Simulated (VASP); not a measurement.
A run of VASP 6.6.1:

The input INCAR:

```
SYSTEM = NaF
PREC     = Accurate       ! precision mode
ENCUT    = 520            ! plane-wave cutoff, eV
EDIFF    = 1E-6           ! SCF threshold, eV
ISMEAR   = 0              ! smearing method
SIGMA    = 0.2            ! smearing width, eV
LREAL    = .FALSE.        ! projectors in reciprocal space
LASPH    = .TRUE.         ! aspherical terms in the spheres
NELM     = 60             ! most SCF steps
ALGO     = Normal         ! electronic algorithm
ISIF     = 2              ! what is computed and relaxed
LWAVE    = .FALSE.        ! write WAVECAR
LCHARG   = .FALSE.        ! write CHGCAR
GGA      = PE             ! functional
NBANDS   = 14             ! bands
```

File KPOINTS:

```
regular mesh
0
G
  16 16 16
  0 0 0
```

File POSCAR:

```
NaF
1.0
    0.0000000000      2.3505696169      2.3505696169
    2.3505696169      0.0000000000      2.3505696169
    2.3505696169      2.3505696169      0.0000000000
Na F
1 1
Direct
    0.0000000000      0.0000000000      0.0000000000
    0.5000000000      0.5000000000      0.5000000000
```

Potentials or basis: VASP PAW PBE potentials, release 64 (Na_pv, F).

Run with:

```sh
$ cat potpaw_PBE.64/Na_pv/POTCAR potpaw_PBE.64/F/POTCAR > POTCAR
$ mpirun -np 1 vasp_std > vasp.out
```

Hardware: 1 thread of Intel(R) Xeon(R) 6975P-C (Granite Rapids) (shared host).

Task: How long does it take, and how much memory?

Result: It took 25 s on 1 thread of Intel(R) Xeon(R) 6975P-C (Granite Rapids), with other jobs on the host, peak memory 0.17 GiB. Counts: scf iterations 12, k points 145.
